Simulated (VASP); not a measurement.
# Co (P6_3/mmc) in VASP: settings compared

The runs below take Co through single point, with RPBE+D3(BJ), PBEsol.

Program: VASP 6.6.1. These are calculated values, not measurements. Logs are shortened: lines on timing, memory, paths and dates and some standing lists are left out, and cuts for length are marked.

## 1. The cell of the first run

The structure is hexagonal, space group P6_3/mmc (No. 194). Conventional cell: a = 2.505 Å, b = 2.505 Å, c = 4.074 Å, α = 90.00°, β = 90.00°, γ = 120.00°. Within 3.3 Å of Co (site symmetry -6m2) lie 12 Co at 2.50 Å.

## 2. Single point, RPBE+D3(BJ), collinear spin, antiferromagnetic start (volume scaled by 1.04)

File INCAR:

```
SYSTEM = Co
PREC = Accurate ; ENCUT = 520
EDIFF = 1E-7 ; ISMEAR = -1
SIGMA = 0.01 ; LREAL = .False.
LASPH = .True. ; NELM = 150
ALGO = Normal ; ISIF = 2
LWAVE = .False. ; LCHARG = .False.
ISPIN = 2 ; MAGMOM = 2 -2
LORBIT = 11 ; LMAXMIX = 4
GGA = RP ; IVDW = 12
NBANDS = 20
```

File KPOINTS:

```
regular mesh
0
Gamma
  12 12 7
  0 0 0
```

File POSCAR:

```
Co
1.0
    2.5045299482      0.0000000000      0.0000000000
   -1.2522649741      2.1689865596      0.0000000000
    0.0000000000      0.0000000000      4.0740599388
Co
2
Direct
    0.6666666667      0.3333333333      0.7500000000
    0.3333333333      0.6666666667      0.2500000000
```

Potentials or basis: VASP PAW PBE potentials, release 64 (Co).

Started as:

```console
$ cat potpaw_PBE.64/Co/POTCAR > POTCAR
$ mpirun -np 1 vasp_std > vasp.out
```

OUTCAR:

```text
SYSTEM = Co
   PREC = Accurate
   ENCUT = 520
   EDIFF = 1E-7
   ISMEAR = -1
   LREAL = .False.
   LASPH = .True.
   NELM = 150
   ISIF = 2
   ISPIN = 2
   LORBIT = 11
   GGA = RP
   IVDW = 12
 IVDW          = 12

 ion  position               nearest neighbor table
   1  0.667  0.333  0.750-   2 2.50   2 2.50   2 2.50   2 2.50   2 2.50   2 2.50
   2  0.333  0.667  0.250-   1 2.50   1 2.50   1 2.50   1 2.50   1 2.50   1 2.50

  LATTYP: Found a hexagonal cell.
 ALAT       =     2.5045299482
 C/A-ratio  =     1.6266764715

  Lattice vectors:

 A1 = (   2.5045299482,   0.0000000000,   0.0000000000)
 A2 = (  -1.2522649741,   2.1689865596,   0.0000000000)
 A3 = (   0.0000000000,   0.0000000000,   4.0740599388)

Analysis of symmetry for initial positions (statically):
=====================================================================
 Subroutine PRICEL returns:
 Original cell was already a primitive cell.

 Routine SETGRP: Setting up the symmetry group for a
 hexagonal supercell.

 Subroutine GETGRP returns: Found 24 space group operations
 (whereof 12 operations were pure point group operations)
 out of a pool of 24 trial point group operations.

The static configuration has the point symmetry D_3d.
 The point group associated with its full space group is D_6h.

Analysis of symmetry for dynamics (positions and initial velocities):
=====================================================================
 Subroutine PRICEL returns:
 Original cell was already a primitive cell.

 Routine SETGRP: Setting up the symmetry group for a
 hexagonal supercell.

 Subroutine GETGRP returns: Found 24 space group operations
 (whereof 12 operations were pure point group operations)
 out of a pool of 24 trial point group operations.

The dynamic configuration has the point symmetry D_3d.
 The point group associated with its full space group is D_6h.

Analysis of structural, dynamic, and magnetic symmetry:
=====================================================================
 Subroutine PRICEL returns:
 Original cell was already a primitive cell.

 Routine SETGRP: Setting up the symmetry group for a
 hexagonal supercell.

 Subroutine GETGRP returns: Found 24 space group operations
 (whereof 12 operations were pure point group operations)
 out of a pool of 24 trial point group operations.

The overall configuration has the point symmetry D_3d.
 The point group associated with its full space group is D_6h.

 Subroutine INISYM returns: Found 24 space group operations
 (whereof 12 operations are pure point group operations),
 and found     1 'primitive' translations

----------------------------------------------------------------------------------------

                                     Primitive cell

  volume of cell :      22.1315

  direct lattice vectors                    reciprocal lattice vectors
     2.504529948  0.000000000  0.000000000     0.399276519  0.230522406  0.000000000
    -1.252264974  2.168986560  0.000000000     0.000000000  0.461044812  0.000000000
     0.000000000  0.000000000  4.074059939     0.000000000  0.000000000  0.245455397

  length of vectors
     2.504529948  2.504529948  4.074059939     0.461044812  0.461044812  0.245455397

  position of ions in fractional coordinates (direct lattice)
     0.666666667  0.333333333  0.750000000
     0.333333333  0.666666667  0.250000000

  ion indices of the primitive-cell ions
   primitive index   ion index
                 1           1
                 2           2

----------------------------------------------------------------------------------------

 KPOINTS: regular mesh

Automatic generation of k-mesh.
 Grid dimensions read from file:
 generate k-points for:   12   12    7

 Generating k-lattice:

  Cartesian coordinates                     Fractional coordinates (reciprocal lattice)
     0.033273043  0.019210200  0.000000000     0.083333333  0.000000000  0.000000000
     0.000000000  0.038420401  0.000000000     0.000000000  0.083333333  0.000000000
     0.000000000  0.000000000  0.035065057     0.000000000  0.000000000  0.142857143

  Length of vectors
     0.038420401  0.038420401  0.035065057

  Shift w.r.t. Gamma in fractional coordinates (k-lattice)
     0.000000000  0.000000000  0.000000000

 Subroutine IBZKPT returns following result:
 ===========================================

 Found     76 irreducible k-points:

 Following reciprocal coordinates:
            Coordinates               Weight
  0.000000  0.000000  0.000000      1.000000
  0.083333  0.000000  0.000000      6.000000
  0.166667  0.000000  0.000000      6.000000
  0.250000  0.000000  0.000000      6.000000
  0.333333 -0.000000  0.000000      6.000000
  0.416667  0.000000  0.000000      6.000000
[... 16 lines left out ...]
  0.250000  0.000000  0.142857     12.000000
  0.333333 -0.000000  0.142857     12.000000
 [... further k-points ...]
   k-points           NKPTS =     76   k-points in BZ     NKDIM =     76   number of bands    NBANDS=     20
   number of dos      NEDOS =    301   number of ions     NIONS =      2
   total plane-waves  NPLWV =  12000
   dimension x,y,z NGX =    20 NGY =   20 NGZ =   30
   dimension x,y,z NGXF=    40 NGYF=   40 NGZF=   60
   ions per type =               2
   NGX,Y,Z   is equivalent  to a cutoff of  13.28, 13.28, 12.24 a.u.
   NGXF,Y,Z  is equivalent  to a cutoff of  26.55, 26.55, 24.48 a.u.
 SYSTEM =  Co
   PREC   = accura    normal or accurate (medium, high low for compatibility)
   ISTART =      0    job   : 0-new  1-cont  2-samecut
   ICHARG =      2    charge: 1-file 2-atom 10-const
   ISPIN  =      2    spin polarized calculation?
   LNONCOLLINEAR =      F non collinear calculations
   LSORBIT =      F    spin-orbit coupling
   LASPH  =      T    aspherical Exc in radial PAW
   ENCUT  =  520.0 eV  38.22 Ry    6.18 a.u.   4.66  4.66  7.58*2*pi/ulx,y,z
   NELM   =    150;   NELMIN=  2; NELMDL= -5     # of ELM steps
   EDIFF  = 0.1E-06   stopping-criterion for ELM
   LREAL  =      F    real-space projection
   EDIFFG = 0.1E-05   stopping-criterion for IOM
   NSW    =      0    number of steps for IOM
   IBRION =     -1    ionic relax: 0-MD 1-quasi-New 2-CG
   NFREE  =      0    steps in history (QN), initial steepest desc. (CG)
   ISIF   =      2    stress and relaxation
   ISYM   =      2    0-nonsym 1-usesym 2-fastsym
   POTIM  = 0.5000    time-step for ionic-motion
   TEBEG  =    0.0;   TEEND  =   0.0 temperature during run
   PSTRESS=    0.0 pullay stress
   NELECT =      18.0000    total number of electrons
   NUPDOWN=      -1.0000    fix difference up-down
   EMIN   =  10.00;   EMAX   =-10.00  energy-range for DOS
   EFERMI =   0.00;   METHOD = LEGACY
   ISMEAR =    -1;   SIGMA  =   0.01  broadening in eV -4-tet -1-fermi 0-gaus
   EFERMI_NEDOS =   21; number of points for ismear=-14 and -15
   IALGO  =     38    algorithm
   IMIX   =      4    mixing-type and parameters
     AMIX     =   0.40;   BMIX     =  1.00
     AMIX_MAG =   1.60;   BMIX_MAG =  1.00
  volume/ion in A,a.u.               =      11.07        74.68
  Fermi-wavevector in a.u.,A,eV,Ry     =   1.528137  2.887759 31.772343  2.335201
  Thomas-Fermi vector in A             =   2.635937
   LORBIT       =     11    0 simple, 1 ext, 2 COOP (PROOUT), +10 PAW based schemes
   GGA     = RP    functional components
   LHFCALC =     F    Hartree Fock is set to
   AEXX    =    0.0000 exact exchange contribution
   IVDW    =    12    specifies the selected vdW correction
   LEPSILON=     F    determine dielectric tensor
   LRPA    =     F    only Hartree local field effects (RPA)
 spin polarized calculation
  energy-cutoff  :      520.00
  volume of cell :       22.13
 maximum number of plane-waves:       615
 NGX is ok and might be reduce to    20
   NGX =  9   NGY =  9   NGZ = 15

 number of electron      18.0000003 magnetization       0.0000000

 number of electron      18.0000003 magnetization      -0.0000000

 Free energy of the ion-electron system (eV)
  ---------------------------------------------------
  ext. energy  EPLUGINS =         0.00000000
  ---------------------------------------------------
  free energy    TOTEN  =       -12.52840768 eV

  energy without entropy =      -12.52679069  energy(sigma->0) =      -12.52759919

 E-fermi :  10.1120     XC(G=0): -13.1887

 val. band max:       10.1074652853   @ k =   0.2500   0.2500   0.4286
 cond. band min:      10.1165267541   @ k =   0.5000   0.0000   0.2857
 fundamental gap:      0.0090614689
 Fermi energy:        10.1119849219

 spin component 1

 k-point     1 :       0.0000    0.0000    0.0000
  band No.  band energies     occupation
      1       1.3166      1.00000
      2       5.4662      1.00000
      3       7.9396      1.00000
      4       7.9396      1.00000
      5       8.2508      1.00000
      6       8.6873      1.00000
[... 12 lines left out ...]
     19      35.9060      0.00000
     20      35.9060      0.00000
[... 507 lines left out ...]
 k-point    24 :       0.3333   -0.0000    0.1429
  band No.  band energies     occupation
      1       4.6543      1.00000
      2       6.2780      1.00000
      3       6.5869      1.00000
      4       7.5092      1.00000
      5       8.1951      1.00000
      6       8.3103      1.00000
[... 12 lines left out ...]
     19      33.0499      0.00000
     20      34.7049      0.00000

 [... further k-points ...]

 spin component 2

 k-point     1 :       0.0000    0.0000    0.0000
  band No.  band energies     occupation
      1       1.3166      1.00000
      2       5.4662      1.00000
      3       7.9396      1.00000
      4       7.9396      1.00000
      5       8.2508      1.00000
      6       8.6873      1.00000
[... 12 lines left out ...]
     19      35.9060      0.00000
     20      35.9060      0.00000
[... 507 lines left out ...]
 k-point    24 :       0.3333   -0.0000    0.1429
  band No.  band energies     occupation
      1       4.6543      1.00000
      2       6.2780      1.00000
      3       6.5869      1.00000
      4       7.5092      1.00000
      5       8.1951      1.00000
      6       8.3103      1.00000
[... 12 lines left out ...]
     19      33.0499      0.00000
     20      34.7049      0.00000

 [... further k-points ...]

------------------------ aborting loop because EDIFF is reached ----------------------------------------

 Edisp (eV)   -4.15255

 E8    (eV) :    -2.6974

  FORCE on cell =-STRESS in cart. coord.  units (eV):
  Direction    XX          YY          ZZ          XY          YZ          ZX
  --------------------------------------------------------------------------------------
  -------------------------------------------------------------------------------------
  Total      -4.62770    -4.62770    -4.22328     0.00000     0.00000     0.00000
  in kB    -335.01563  -335.01563  -305.73806     0.00000     0.00000     0.00000
  external pressure =     -325.26 kB  Pullay stress =        0.00 kB

 VOLUME and BASIS-vectors are now :
 -----------------------------------------------------------------------------
  energy-cutoff  :      520.00
  volume of cell :       22.13
      direct lattice vectors                 reciprocal lattice vectors
     2.504529948  0.000000000  0.000000000     0.399276519  0.230522406  0.000000000
    -1.252264974  2.168986560  0.000000000     0.000000000  0.461044812  0.000000000
     0.000000000  0.000000000  4.074059939     0.000000000  0.000000000  0.245455397

 POSITION                                       TOTAL-FORCE (eV/Angst)
 -----------------------------------------------------------------------------------
      1.25226      0.72300      3.05554         0.000000      0.000000      0.000000
     -0.00000      1.44599      1.01851        -0.000000      0.000000      0.000000
 -----------------------------------------------------------------------------------
    total drift:                               -0.000000      0.000000     -0.000000

  FREE ENERGIE OF THE ION-ELECTRON SYSTEM (eV)
  ---------------------------------------------------
  free  energy   TOTEN  =       -16.6809582360 eV

  energy  without entropy=      -16.6793412416  energy(sigma->0) =      -16.68014974

 total charge

# of ion       s       p       d       tot
------------------------------------------
    1        0.479   0.506   7.250   8.234
    2        0.479   0.506   7.250   8.234
--------------------------------------------------
tot          0.957   1.012  14.499  16.469

 magnetization (x)

# of ion       s       p       d       tot
------------------------------------------
    1        0.000   0.006   1.130   1.137
    2       -0.000  -0.006  -1.130  -1.137
--------------------------------------------------
tot          0.000   0.000   0.000   0.000
```

Wall time 33 s (1 thread of Intel Xeon 6975P-C (Granite Rapids), shared host); peak memory 0.18 GiB.

What came out:

```
Free energy                                           : -16.6810 eV
Pressure                                              : -32.5 GPa
Band gap on the k mesh                                : zero (filled and empty bands overlap)
Net moment                                            : 0.00 μB per cell
Site moments                                          : Co +1.14, -1.14 μB
Valence electrons inside the program's atomic spheres : Co 8.23
Dispersion energy per atom                            : -2.076 eV
```

Caveat: the PAW data sets were made with another functional, which shifts forces and pressure a little; pairwise dispersion overbinds metals, which lowers pressure and volume.

## 3. Single point, PBEsol, collinear spin, ferromagnetic start (volume scaled by 1.06)

File INCAR:

```
SYSTEM = Co
PREC = Accurate
ENCUT = 520
EDIFF = 1E-7
ISMEAR = -1
SIGMA = 0.05
LREAL = .FALSE.
LASPH = .TRUE.
NELM = 150
ALGO = Normal
ISIF = 2
LWAVE = .FALSE.
LCHARG = .FALSE.
ISPIN = 2
MAGMOM = 2 2
LORBIT = 11
LMAXMIX = 4
GGA = PS
NBANDS = 20
```

File KPOINTS:

```
regular mesh
0
G
  12 12 7
  0 0 0
```

File POSCAR:

```
Co
1.0
    2.5204827983      0.0000000000      0.0000000000
   -1.2602413992      2.1828021331      0.0000000000
    0.0000000000      0.0000000000      4.1000100648
Co
2
Direct
    0.6666666667      0.3333333333      0.7500000000
    0.3333333333      0.6666666667      0.2500000000
```

Potentials or basis: VASP PAW PBE potentials, release 64 (Co).

Started as:

```console
$ cat potpaw_PBE.64/Co/POTCAR > POTCAR
$ mpirun -np 1 vasp_std > vasp.out
```

OUTCAR:

```text
SYSTEM = Co
   PREC = Accurate
   ENCUT = 520
   EDIFF = 1E-7
   ISMEAR = -1
   LREAL = .FALSE.
   LASPH = .TRUE.
   NELM = 150
   ISIF = 2
   ISPIN = 2
   LORBIT = 11
   GGA = PS

 ion  position               nearest neighbor table
   1  0.667  0.333  0.750-   2 2.51   2 2.51   2 2.51   2 2.51   2 2.51   2 2.51
   2  0.333  0.667  0.250-   1 2.51   1 2.51   1 2.51   1 2.51   1 2.51   1 2.51

  LATTYP: Found a hexagonal cell.
 ALAT       =     2.5204827983
 C/A-ratio  =     1.6266764715

  Lattice vectors:

 A1 = (   2.5204827983,   0.0000000000,   0.0000000000)
 A2 = (  -1.2602413992,   2.1828021331,   0.0000000000)
[... 1321 lines left out ...]

 VOLUME and BASIS-vectors are now :
 -----------------------------------------------------------------------------
  energy-cutoff  :      520.00
  volume of cell :       22.56
      direct lattice vectors                 reciprocal lattice vectors
     2.520482798  0.000000000  0.000000000     0.396749385  0.229063364  0.000000000
    -1.260241399  2.182802133  0.000000000     0.000000000  0.458126728  0.000000000
     0.000000000  0.000000000  4.100010065     0.000000000  0.000000000  0.243901840

 POSITION                                       TOTAL-FORCE (eV/Angst)
 -----------------------------------------------------------------------------------
      1.26024      0.72760      3.07501        -0.000000     -0.000000      0.000000
     -0.00000      1.45520      1.02500         0.000000      0.000000      0.000000
 -----------------------------------------------------------------------------------
    total drift:                               -0.000000      0.000000     -0.000000

  FREE ENERGIE OF THE ION-ELECTRON SYSTEM (eV)
  ---------------------------------------------------
  free  energy   TOTEN  =       -15.3658567635 eV

  energy  without entropy=      -15.3498420487  energy(sigma->0) =      -15.35784941

 total charge

# of ion       s       p       d       tot
------------------------------------------
    1        0.474   0.492   7.232   8.197
    2        0.474   0.492   7.232   8.197
--------------------------------------------------
tot          0.947   0.984  14.463  16.395

 magnetization (x)

# of ion       s       p       d       tot
------------------------------------------
    1       -0.014  -0.050   1.735   1.671
    2       -0.014  -0.050   1.735   1.671
--------------------------------------------------
tot         -0.027  -0.099   3.470   3.343
```

Run time: 53 s. Hardware: 1 thread of Intel Xeon Platinum 8488C (Sapphire Rapids), shared host; peak memory 0.17 GiB.

What came out:

```yaml
Free_energy: -15.3659 eV
Pressure: -16.9 GPa
Net_moment: 3.30 μB per cell
Site_moments: Co +1.67 μB
Valence_electrons_inside_the_program's_atomic_spheres: Co 8.20
```

Caveat: the PAW data sets were made with another functional, which shifts forces and pressure a little.
